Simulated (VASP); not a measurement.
# NaB (Fm-3m) in VASP: single point with PBEsol

Aim: the single point of NaB with PBEsol.

All numbers are computed with VASP 6.6.1; they aren't measurements. Logs are shortened: lines on timing, memory, paths and dates and some standing lists are left out, and cuts for length are marked.

## (1) The cell of the first run

The structure is cubic, space group Fm-3m (No. 225). Conventional cell: a = 5.368 Å, b = 5.368 Å, c = 5.368 Å, α = 90.00°, β = 90.00°, γ = 90.00°. Na (site symmetry m-3m) has 6 B at 2.68 Å within 3.5 Å. B (site symmetry m-3m) has 6 Na at 2.68 Å within 3.5 Å.

## (2) Single point, PBEsol

INCAR reads:

```
ALGO = Normal ; EDIFF = 1E-6
ENCUT = 500 ; GGA = PS
GGA_COMPAT = False ; ISIF = 2
ISMEAR = -1 ; LASPH = True
LCHARG = True ; LELF = True
LREAL = False ; LVHAR = True
LWAVE = False ; NBANDS = 12
NELM = 120 ; PREC = Accurate
SIGMA = 0.1
```

KPOINTS reads:

```
k-points
0
Gamma
  7 7 7
```

POSCAR reads:

```
NaB
1.0
    0.0000000000      2.6838700000      2.6838700000
    2.6838700000      0.0000000000      2.6838700000
    2.6838700000      2.6838700000      0.0000000000
Na B
1 1
Direct
    0.0000000000      0.0000000000      0.0000000000
    0.5000000000      0.5000000000      0.5000000000
```

Potentials or basis: VASP PAW PBE potentials, release 64 (Na_pv, B).

Launch:

```console
$ cat potpaw_PBE.64/Na_pv/POTCAR potpaw_PBE.64/B/POTCAR > POTCAR
$ mpirun -np 1 vasp_std > vasp.out
```

OUTCAR:

```text
EDIFF = 1E-6
   ENCUT = 500
   GGA = PS
   ISIF = 2
   ISMEAR = -1
   LASPH = True
   LREAL = False
   NELM = 120
   PREC = Accurate

 ion  position               nearest neighbor table
   1  0.000  0.000  0.000-
   2  0.500  0.500  0.500-

  LATTYP: Found a face centered cubic cell.
 ALAT       =     5.3677400000

  Lattice vectors:

 A1 = (   0.0000000000,   2.6838700000,   2.6838700000)
 A2 = (   2.6838700000,   0.0000000000,   2.6838700000)
 A3 = (   2.6838700000,   2.6838700000,   0.0000000000)

Analysis of symmetry for initial positions (statically):
=====================================================================
 Subroutine PRICEL returns:
 Original cell was already a primitive cell.

 Routine SETGRP: Setting up the symmetry group for a
 face centered cubic supercell.

 Subroutine GETGRP returns: Found 48 space group operations
 (whereof 48 operations were pure point group operations)
 out of a pool of 48 trial point group operations.

The static configuration has the point symmetry O_h .

Analysis of symmetry for dynamics (positions and initial velocities):
=====================================================================
 Subroutine PRICEL returns:
 Original cell was already a primitive cell.

 Routine SETGRP: Setting up the symmetry group for a
 face centered cubic supercell.

 Subroutine GETGRP returns: Found 48 space group operations
 (whereof 48 operations were pure point group operations)
 out of a pool of 48 trial point group operations.

The dynamic configuration has the point symmetry O_h .

 Subroutine INISYM returns: Found 48 space group operations
 (whereof 48 operations are pure point group operations),
 and found     1 'primitive' translations

----------------------------------------------------------------------------------------

                                     Primitive cell

  volume of cell :      38.6647

  direct lattice vectors                    reciprocal lattice vectors
     0.000000000  2.683870000  2.683870000    -0.186298144  0.186298144  0.186298144
     2.683870000  0.000000000  2.683870000     0.186298144 -0.186298144  0.186298144
     2.683870000  2.683870000  0.000000000     0.186298144  0.186298144 -0.186298144

  length of vectors
     3.795565354  3.795565354  3.795565354     0.322677851  0.322677851  0.322677851

  position of ions in fractional coordinates (direct lattice)
     0.000000000  0.000000000  0.000000000
     0.500000000  0.500000000  0.500000000

  ion indices of the primitive-cell ions
   primitive index   ion index
                 1           1
                 2           2

----------------------------------------------------------------------------------------

 KPOINTS: k-points

Automatic generation of k-mesh.
 Grid dimensions read from file:
 generate k-points for:    7    7    7

 Generating k-lattice:

  Cartesian coordinates                     Fractional coordinates (reciprocal lattice)
    -0.026614021  0.026614021  0.026614021     0.142857143  0.000000000  0.000000000
     0.026614021 -0.026614021  0.026614021     0.000000000  0.142857143  0.000000000
     0.026614021  0.026614021 -0.026614021     0.000000000  0.000000000  0.142857143

  Length of vectors
     0.046096836  0.046096836  0.046096836

  Shift w.r.t. Gamma in fractional coordinates (k-lattice)
     0.000000000  0.000000000  0.000000000

 Subroutine IBZKPT returns following result:
 ===========================================

 Found     20 irreducible k-points:

 Following reciprocal coordinates:
            Coordinates               Weight
  0.000000  0.000000  0.000000      1.000000
  0.142857  0.000000  0.000000      8.000000
  0.285714  0.000000  0.000000      8.000000
  0.428571  0.000000  0.000000      8.000000
  0.142857  0.142857  0.000000      6.000000
  0.285714  0.142857  0.000000     24.000000
[... 12 lines left out ...]
 -0.428571  0.428571  0.142857     24.000000
 -0.285714  0.428571  0.142857     24.000000
   k-points           NKPTS =     20   k-points in BZ     NKDIM =     20   number of bands    NBANDS=     12
   number of dos      NEDOS =    301   number of ions     NIONS =      2
   total plane-waves  NPLWV =  21952
   dimension x,y,z NGX =    28 NGY =   28 NGZ =   28
   dimension x,y,z NGXF=    56 NGYF=   56 NGZF=   56
   ions per type =               1   1
   NGX,Y,Z   is equivalent  to a cutoff of  12.26, 12.26, 12.26 a.u.
   NGXF,Y,Z  is equivalent  to a cutoff of  24.53, 24.53, 24.53 a.u.
 SYSTEM =  unknown system
   PREC   = accura    normal or accurate (medium, high low for compatibility)
   ISTART =      0    job   : 0-new  1-cont  2-samecut
   ICHARG =      2    charge: 1-file 2-atom 10-const
   ISPIN  =      1    spin polarized calculation?
   LNONCOLLINEAR =      F non collinear calculations
   LSORBIT =      F    spin-orbit coupling
   LASPH  =      T    aspherical Exc in radial PAW
   ENCUT  =  500.0 eV  36.75 Ry    6.06 a.u.   6.92  6.92  6.92*2*pi/ulx,y,z
   NELM   =    120;   NELMIN=  2; NELMDL= -5     # of ELM steps
   EDIFF  = 0.1E-05   stopping-criterion for ELM
   LREAL  =      F    real-space projection
   EDIFFG = 0.1E-04   stopping-criterion for IOM
   NSW    =      0    number of steps for IOM
   IBRION =     -1    ionic relax: 0-MD 1-quasi-New 2-CG
   NFREE  =      0    steps in history (QN), initial steepest desc. (CG)
   ISIF   =      2    stress and relaxation
   ISYM   =      2    0-nonsym 1-usesym 2-fastsym
   POTIM  = 0.5000    time-step for ionic-motion
   TEBEG  =    0.0;   TEEND  =   0.0 temperature during run
   PSTRESS=    0.0 pullay stress
   NELECT =      10.0000    total number of electrons
   NUPDOWN=      -1.0000    fix difference up-down
   EMIN   =  10.00;   EMAX   =-10.00  energy-range for DOS
   EFERMI =   0.00;   METHOD = LEGACY
   ISMEAR =    -1;   SIGMA  =   0.10  broadening in eV -4-tet -1-fermi 0-gaus
   EFERMI_NEDOS =   21; number of points for ismear=-14 and -15
   IALGO  =     38    algorithm
   IMIX   =      4    mixing-type and parameters
     AMIX     =   0.40;   BMIX     =  1.00
     AMIX_MAG =   1.60;   BMIX_MAG =  1.00
  volume/ion in A,a.u.               =      19.33       130.46
  Fermi-wavevector in a.u.,A,eV,Ry     =   1.043046  1.971071 14.802383  1.087944
  Thomas-Fermi vector in A             =   2.177738
   LORBIT       =      0    0 simple, 1 ext, 2 COOP (PROOUT), +10 PAW based schemes
   GGA     = PS    functional components
   LHFCALC =     F    Hartree Fock is set to
   AEXX    =    0.0000 exact exchange contribution
   IVDW    =     0    specifies the selected vdW correction
   LEPSILON=     F    determine dielectric tensor
   LRPA    =     F    only Hartree local field effects (RPA)
 non-spin polarized calculation
  energy-cutoff  :      500.00
  volume of cell :       38.66
 maximum number of plane-waves:       998
   NGX = 13   NGY = 13   NGZ = 13

 number of electron      10.0000000 magnetization

 number of electron       9.9999996 magnetization

 Free energy of the ion-electron system (eV)
  ---------------------------------------------------
  ext. energy  EPLUGINS =         0.00000000
  ---------------------------------------------------
  free energy    TOTEN  =        -4.59857454 eV

  energy without entropy =       -4.56900206  energy(sigma->0) =       -4.58378830

 E-fermi :   0.7379     XC(G=0):  -8.4169

 val. band max:        0.6506389546   @ k =  -0.4286   0.2857   0.0000
 cond. band min:       0.7948718944   @ k =   0.2857   0.2857   0.0000
 fundamental gap:      0.1442329398
 Fermi energy:         0.7378999889

 k-point     1 :       0.0000    0.0000    0.0000
  band No.  band energies     occupation
      1     -22.1729      2.00000
      2     -22.1729      2.00000
      3     -22.1729      2.00000
      4      -6.4490      2.00000
      5       3.1197      0.00000
      6       3.1197      0.00000
      7       3.1197      0.00000
      8       8.1285      0.00000
      9      10.8527      0.00000
     10      10.8527      0.00000
     11      10.8527      0.00000
     12      13.0668      0.00000

 k-point     2 :       0.1429    0.0000    0.0000
  band No.  band energies     occupation
      1     -22.1810      2.00000
      2     -22.1737      2.00000
      3     -22.1737      2.00000
      4      -6.2020      2.00000
      5       2.2418      0.00000
      6       2.9862      0.00000
      7       2.9862      0.00000
      8       8.5222      0.00000
      9       9.9678      0.00000
     10      11.1985      0.00000
     11      11.1985      0.00000
     12      13.7532      0.00000

 k-point     3 :       0.2857    0.0000    0.0000
  band No.  band energies     occupation
      1     -22.1992      2.00000
      2     -22.1756      2.00000
      3     -22.1756      2.00000
      4      -5.5168      2.00000
      5       0.4984      1.83285
      6       2.7166      0.00000
      7       2.7166      0.00000
      8       8.1239      0.00000
      9      10.6849      0.00000
     10      11.3447      0.00000
     11      11.3447      0.00000
     12      14.0974      0.00000
[... 226 lines left out ...]
 k-point    19 :      -0.4286    0.4286    0.1429
  band No.  band energies     occupation
      1     -22.2059      2.00000
      2     -22.1911      2.00000
      3     -22.1865      2.00000
      4      -4.1013      2.00000
      5      -0.3392      1.99996
      6       1.0429      0.09041
      7       1.5164      0.00083
      8       8.0408      0.00000
      9       8.5986      0.00000
     10      11.1303      0.00000
     11      13.2848      0.00000
     12      14.9602      0.00000

 k-point    20 :      -0.2857    0.4286    0.1429
  band No.  band energies     occupation
      1     -22.2006      2.00000
      2     -22.1987      2.00000
      3     -22.1856      2.00000
      4      -3.9576      2.00000
      5      -0.0015      1.99877
      6       0.1606      1.99380
      7       1.5510      0.00059
      8       8.6809      0.00000
      9       9.7258      0.00000
     10      10.3809      0.00000
     11      12.4575      0.00000
     12      15.3189      0.00000

------------------------ aborting loop because EDIFF is reached ----------------------------------------

  FORCE on cell =-STRESS in cart. coord.  units (eV):
  Direction    XX          YY          ZZ          XY          YZ          ZX
  --------------------------------------------------------------------------------------
  -------------------------------------------------------------------------------------
  Total       -0.2225467     -0.2225467     -0.2225467      0.0000000      0.0000000     -0.0000000
  in kB       -9.2218334     -9.2218334     -9.2218334      0.0000000      0.0000000     -0.0000000
  external PRESSURE =      -9.2218334 kB  Pullay stress =       0.0000000 kB

 VOLUME and BASIS-vectors are now :
 -----------------------------------------------------------------------------
  energy-cutoff  :      500.00
  volume of cell :       38.66
      direct lattice vectors                 reciprocal lattice vectors
     0.000000000  2.683870000  2.683870000    -0.186298144  0.186298144  0.186298144
     2.683870000  0.000000000  2.683870000     0.186298144 -0.186298144  0.186298144
     2.683870000  2.683870000  0.000000000     0.186298144  0.186298144 -0.186298144

 POSITION                                       TOTAL-FORCE (eV/Angst)
 -----------------------------------------------------------------------------------
      0.00000      0.00000      0.00000         0.000000     -0.000000      0.000000
      2.68387      2.68387      2.68387         0.000000      0.000000     -0.000000
 -----------------------------------------------------------------------------------
    total drift:                               -0.000000      0.000000      0.000000

  FREE ENERGIE OF THE ION-ELECTRON SYSTEM (eV)
  ---------------------------------------------------
  free  energy   TOTEN  =        -4.5985745366 eV

  energy  without entropy=       -4.5690020561  energy(sigma->0) =       -4.58378830
```

Run time: 6.9 s. Hardware: 1 thread of AMD EPYC 7R43 (Zen 3), shared host; peak memory 0.12 GiB.

Results:

```yaml
Free_energy: -4.5986 eV
Pressure: -0.9 GPa
Band_gap_on_the_k_mesh: zero (bands 5 and 6 overlap by 2.96 eV)
```

Caveat: the PAW data sets were made with another functional, which shifts forces and pressure a little.

The gap in the log of VASP goes by the Fermi energy; the results here count the filled bands.